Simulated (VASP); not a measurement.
# CaTlH3 (Pm-3m) in VASP: vibrations by perturbation theory with LDA

Aim: the vibrations by perturbation theory of CaTlH3 with LDA.

Program: VASP 6.6.1. These are calculated values, not measurements. Logs are shortened: lines on timing, memory, paths and dates and some standing lists are left out, and cuts for length are marked.

### 1 The cell of the first run

Symmetry: Pm-3m, No. 221, cubic system. Conventional cell: a = 4.120 Å, b = 4.120 Å, c = 4.120 Å, α = 90.00°, β = 90.00°, γ = 90.00°. Within 3.8 Å of Tl (site symmetry m-3m) lie 12 H at 2.91 Å and 8 Ca at 3.57 Å. Ca (site symmetry m-3m) has 6 H at 2.06 Å within 2.7 Å. Within 2.7 Å of H (site symmetry 4/mmm) lie 2 Ca at 2.06 Å.

### 2 Vibrations by perturbation theory, LDA

File INCAR:

```
PREC = Accurate ; ENCUT = 520
EDIFF = 1E-8 ; ISMEAR = -1
SIGMA = 0.15 ; LREAL = False
LASPH = True ; NELM = 100
ALGO = Normal ; ISIF = 2
LWAVE = False ; LCHARG = False
NBANDS = 21 ; IBRION = 8
NSW = 1
```

File KPOINTS:

```
regular mesh
0
Gamma
  10 10 10
```

File POSCAR:

```
CaTlH3
1.0
    4.1204000000      0.0000000000      0.0000000000
    0.0000000000      4.1204000000      0.0000000000
    0.0000000000      0.0000000000      4.1204000000
Tl Ca H
1 1 3
Direct
    0.0000000000      0.0000000000      0.0000000000
    0.5000000000      0.5000000000      0.5000000000
    0.5000000000      0.5000000000      0.0000000000
    0.5000000000      0.0000000000      0.5000000000
    0.0000000000      0.5000000000      0.5000000000
```

Potentials or basis: VASP PAW LDA potentials, release 64 (Tl_d, Ca_sv, H).

The run is started by

```console
$ cat potpaw_LDA.64/Tl_d/POTCAR potpaw_LDA.64/Ca_sv/POTCAR potpaw_LDA.64/H/POTCAR > POTCAR
$ mpirun -np 1 vasp_std > vasp.out
```

OUTCAR:

```text
PREC = Accurate
   ENCUT = 520
   EDIFF = 1E-8
   ISMEAR = -1
   LREAL = False
   LASPH = True
   NELM = 100
   ISIF = 2
   IBRION = 8
   NSW = 1

 ion  position               nearest neighbor table
   1  0.000  0.000  0.000-   2 3.57   2 3.57   2 3.57   2 3.57   2 3.57   2 3.57   2 3.57   2 3.57

   2  0.500  0.500  0.500-   1 3.57   1 3.57   1 3.57   1 3.57   1 3.57   1 3.57   1 3.57   1 3.57

   3  0.500  0.500  0.000-
   4  0.500  0.000  0.500-
   5  0.000  0.500  0.500-

  LATTYP: Found a simple cubic cell.
 ALAT       =     4.1204000000

  Lattice vectors:

 A1 = (   4.1204000000,   0.0000000000,   0.0000000000)
 A2 = (   0.0000000000,   4.1204000000,   0.0000000000)
 A3 = (   0.0000000000,   0.0000000000,   4.1204000000)

Analysis of symmetry for initial positions (statically):
=====================================================================
 Subroutine PRICEL returns:
 Original cell was already a primitive cell.

 Routine SETGRP: Setting up the symmetry group for a
 simple cubic supercell.

 Subroutine GETGRP returns: Found 48 space group operations
 (whereof 48 operations were pure point group operations)
 out of a pool of 48 trial point group operations.

The static configuration has the point symmetry O_h .

Analysis of symmetry for dynamics (positions and initial velocities):
=====================================================================
 Subroutine PRICEL returns:
 Original cell was already a primitive cell.

 Routine SETGRP: Setting up the symmetry group for a
 simple cubic supercell.

 Subroutine GETGRP returns: Found 48 space group operations
 (whereof 48 operations were pure point group operations)
 out of a pool of 48 trial point group operations.

The dynamic configuration has the point symmetry O_h .

 Subroutine INISYM returns: Found 48 space group operations
 (whereof 48 operations are pure point group operations),
 and found     1 'primitive' translations

----------------------------------------------------------------------------------------

                                     Primitive cell

  volume of cell :      69.9549

  direct lattice vectors                    reciprocal lattice vectors
     4.120400000  0.000000000  0.000000000     0.242694884  0.000000000  0.000000000
     0.000000000  4.120400000  0.000000000     0.000000000  0.242694884  0.000000000
     0.000000000  0.000000000  4.120400000     0.000000000  0.000000000  0.242694884

  length of vectors
     4.120400000  4.120400000  4.120400000     0.242694884  0.242694884  0.242694884

  position of ions in fractional coordinates (direct lattice)
     0.000000000  0.000000000  0.000000000
     0.500000000  0.500000000  0.500000000
     0.500000000  0.500000000  0.000000000
[... 720 lines left out ...]
  Direction    XX          YY          ZZ          XY          YZ          ZX
  --------------------------------------------------------------------------------------
  -------------------------------------------------------------------------------------
  Total        1.2191851      1.2191851      1.2191851     -0.0000000      0.0000000      0.0000000
  in kB       27.9230006     27.9230006     27.9230006     -0.0000000      0.0000000      0.0000000
  external PRESSURE =      27.9230006 kB  Pullay stress =       0.0000000 kB

 VOLUME and BASIS-vectors are now :
 -----------------------------------------------------------------------------
  energy-cutoff  :      520.00
  volume of cell :       69.95
      direct lattice vectors                 reciprocal lattice vectors
     4.120400000  0.000000000  0.000000000     0.242694884  0.000000000  0.000000000
     0.000000000  4.120400000  0.000000000     0.000000000  0.242694884  0.000000000
     0.000000000  0.000000000  4.120400000     0.000000000  0.000000000  0.242694884

 POSITION                                       TOTAL-FORCE (eV/Angst)
 -----------------------------------------------------------------------------------
      0.00000      0.00000      0.00000         0.000000      0.000000      0.000000
      2.06020      2.06020      2.06020         0.000000      0.000000      0.000000
      2.06020      2.06020      0.00000         0.000000      0.000000      0.000000
      2.06020      0.00000      2.06020         0.000000      0.000000      0.000000
      0.00000      2.06020      2.06020         0.000000      0.000000      0.000000
 -----------------------------------------------------------------------------------
    total drift:                                0.000000      0.000000     -0.000000

  FREE ENERGIE OF THE ION-ELECTRON SYSTEM (eV)
  ---------------------------------------------------
  free  energy   TOTEN  =       -15.9923556945 eV

  energy  without entropy=      -15.9651109186  energy(sigma->0) =      -15.97873331

[... ionic steps 2 to 9 ...]

--------------------------------------- Ionic step       10  -------------------------------------------

------------------------ aborting loop because EDIFF is reached ----------------------------------------

[... ionic steps 11 to 11 ...]

--------------------------------------- Ionic step       12  -------------------------------------------

 Free energy of the ion-electron system (eV)
  ---------------------------------------------------
  ---------------------------------------------------
  free energy    TOTEN  =        -0.01717407 eV

  energy without entropy =       -0.01717407

------------------------ aborting loop because EDIFF is reached ----------------------------------------

 INTERNAL STRAIN TENSOR  FOR ION    3  DIRECTION 3   (eV/Angst):
 -----------------------------------------------------------------------------
    -0.00065  0.00000 -0.00000
     0.00000 -0.00065  0.00000
    -0.00000  0.00000 -0.01071

 INTERNAL STRAIN TENSOR FOR ION    5 for displacements in x,y,z  (eV/Angst):
          X           Y           Z          XY          YZ          ZX
  --------------------------------------------------------------------------------
  x     0.00000     0.00000     0.00000     0.00000     0.00000     0.00000
  y     0.00000     0.00000     0.00000     0.00000     0.00000     0.00000
  z     0.00000     0.00000     0.00000     0.00000     0.00000     0.00000

 SECOND DERIVATIVES (NOT SYMMETRIZED)
 ------------------------------------
               1X          1Y          1Z          2X          2Y          2Z          3X          3Y          3Z          4X          4Y          4Z          5X          5Y          5Z
  1X    -0.222226   -0.000000    0.000000    1.267691    0.000000    0.000000   -0.657117   -0.000000   -0.000000   -0.657117    0.000000    0.000000    0.268770   -0.000000    0.000000
  1Y    -0.000000   -0.222226    0.000000   -0.000000    1.267691    0.000000   -0.000000   -0.657117   -0.000000   -0.000000    0.268770    0.000000    0.000000   -0.657117    0.000000
  1Z    -0.000000    0.000000   -0.222226    0.000000   -0.000000    1.267691    0.000000   -0.000000    0.268770    0.000000   -0.000000   -0.657117    0.000000   -0.000000   -0.657117
  2X     1.274467    0.000000   -0.000000   -8.758207   -0.000000    0.000000   -0.358521    0.000000    0.000000   -0.358521    0.000000    0.000000    8.200782   -0.000000   -0.000000
  2Y     0.000000    1.274467   -0.000000   -0.000000   -8.758207   -0.000000    0.000000   -0.358521   -0.000000   -0.000000    8.200782    0.000000    0.000000   -0.358521    0.000000
  2Z     0.000000    0.000000    1.274467    0.000000    0.000000   -8.758207   -0.000000   -0.000000    8.200782    0.000000    0.000000   -0.358521    0.000000    0.000000   -0.358521
  3X    -0.645139    0.000000    0.000000   -0.363918    0.000000    0.000000    0.690560    0.000000    0.000000    0.207614    0.000000    0.000000    0.110883    0.000000    0.000000
  3Y     0.000000   -0.645139    0.000000    0.000000   -0.363918    0.000000    0.000000    0.690560    0.000000    0.000000    0.110883    0.000000    0.000000    0.207614    0.000000
  3Z    -0.000000   -0.000000    0.279746    0.000000    0.000000    8.195329    0.000000    0.000000   -8.694488    0.000000   -0.000000    0.109706   -0.000000   -0.000000    0.109706
  4X    -0.645139    0.000000    0.000000   -0.363918    0.000000    0.000000    0.207614    0.000000    0.000000    0.690560    0.000000    0.000000    0.110883    0.000000    0.000000
  4Y     0.000000    0.279746   -0.000000   -0.000000    8.195329    0.000000    0.000000    0.109706   -0.000000    0.000000   -8.694488    0.000000   -0.000000    0.109706   -0.000000
  4Z     0.000000    0.000000   -0.645139    0.000000    0.000000   -0.363918    0.000000    0.000000    0.110883    0.000000    0.000000    0.690560    0.000000    0.000000    0.207614
  5X     0.279746    0.000000   -0.000000    8.195329   -0.000000    0.000000    0.109706    0.000000   -0.000000    0.109706   -0.000000   -0.000000   -8.694488    0.000000    0.000000
  5Y     0.000000   -0.645139    0.000000    0.000000   -0.363918    0.000000    0.000000    0.207614    0.000000    0.000000    0.110883    0.000000    0.000000    0.690560    0.000000
  5Z     0.000000    0.000000   -0.645139    0.000000    0.000000   -0.363918    0.000000    0.000000    0.110883    0.000000    0.000000    0.207614    0.000000    0.000000    0.690560

 Eigenvectors and eigenvalues of the dynamical matrix
 ----------------------------------------------------

   1 f  =   46.614453 THz   292.887247 2PiTHz 1554.890786 cm-1   192.781801 meV
             X         Y         Z           dx          dy          dz
      0.000000  0.000000  0.000000     0.000000   -0.000000    0.002024
      2.060200  2.060200  2.060200     0.000000   -0.000000    0.147815
      2.060200  2.060200  0.000000     0.000000    0.000000   -0.988867
      2.060200  0.000000  2.060200     0.000000    0.000000    0.012013
      0.000000  2.060200  2.060200    -0.000000   -0.000000    0.012013
[... 105 lines left out ...]
  15 f/i=   14.905897 THz    93.656512 2PiTHz  497.207200 cm-1    61.645808 meV
             X         Y         Z           dx          dy          dz
      0.000000  0.000000  0.000000    -0.015688   -0.069354   -0.004747
      2.060200  2.060200  2.060200    -0.013991   -0.061853   -0.004233
      2.060200  2.060200  0.000000     0.154948    0.684987    0.000497
      2.060200  0.000000  2.060200     0.154948    0.007255    0.046881
      0.000000  2.060200  2.060200     0.001641    0.684987    0.046881

--------------------------------------------------------------------------------------------------------

 ELASTIC MODULI CONTR FROM IONIC RELAXATION (kBar)
 Direction    XX          YY          ZZ          XY          YZ          ZX
 --------------------------------------------------------------------------------
 XX           0.0000      0.0000      0.0000      0.0000      0.0000      0.0000
 YY           0.0000      0.0000      0.0000      0.0000      0.0000      0.0000
 ZZ           0.0000      0.0000      0.0000      0.0000      0.0000      0.0000
 XY           0.0000      0.0000      0.0000      0.0000      0.0000      0.0000
 YZ           0.0000      0.0000      0.0000      0.0000      0.0000      0.0000
 ZX           0.0000      0.0000      0.0000      0.0000      0.0000      0.0000
 --------------------------------------------------------------------------------
```

Run time: 19 min. Hardware: 1 thread of AMD EPYC 7R43 (Zen 3), shared host; peak memory 0.71 GiB.

Results:

| Property | Result |
| --- | --- |
| Highest phonon frequency at Γ, LO-TO splitting left out | 1555 cm⁻¹ |
| Most unstable mode | 497i cm⁻¹ |

Phonon frequencies in cm⁻¹ (negative: imaginary):
```
              q point                                                  frequencies
(0.000, 0.000, 0.000)  -497 -497 -497 -362 -362 -362 0 0 0 97 97 97 1555 1555 1555
```

Caveat: the cell wasn't relaxed at this level first, which shifts response properties; some modes are imaginary; spin-orbit coupling is left out, which moves the levels of the heavy elements.
